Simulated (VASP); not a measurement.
Crystal: CdTe.

```
Te Cd
1.0
     0.00000    3.11979    3.11979
     3.11979    0.00000    3.11979
     3.11979    3.11979    0.00000
Te Cd
1 1
Direct
  0.50000 0.50000 0.50000
  0.00000 0.00000 0.00000
```

Base run:

- Program: VASP 6.6.1
- Functional: r2SCAN
- Dispersion: D4
- Potentials or basis: VASP PAW PBE potentials, release 64 (Te, Cd)
- Cutoff: 550 eV
- k mesh: 5 × 5 × 5
- Occupations: fermi-dirac, width 0.1 eV
- Spin: no spin polarisation

Its results: band gap on the k mesh zero (band 9 reaches 3.13 eV, above the bottom of band 10 at 2.67 eV); pressure -3.9 GPa.

Task: The run is repeated on the same cell with these changes: dispersion from D4 to none. What comes out?

Result: Band gap on the k mesh zero (band 9 reaches 3.13 eV, above the bottom of band 10 at 2.67 eV); pressure -3.2 GPa.

Dispersion adds attraction, which lowers the pressure at fixed volume and, as a term added to the energy, leaves the levels alone.

Caveats: the PAW data sets were made with another functional, which shifts forces and pressure a little; spin-orbit coupling is left out, which moves the levels of the heavy elements; pairwise dispersion overbinds metals, which lowers pressure and volume (some runs).
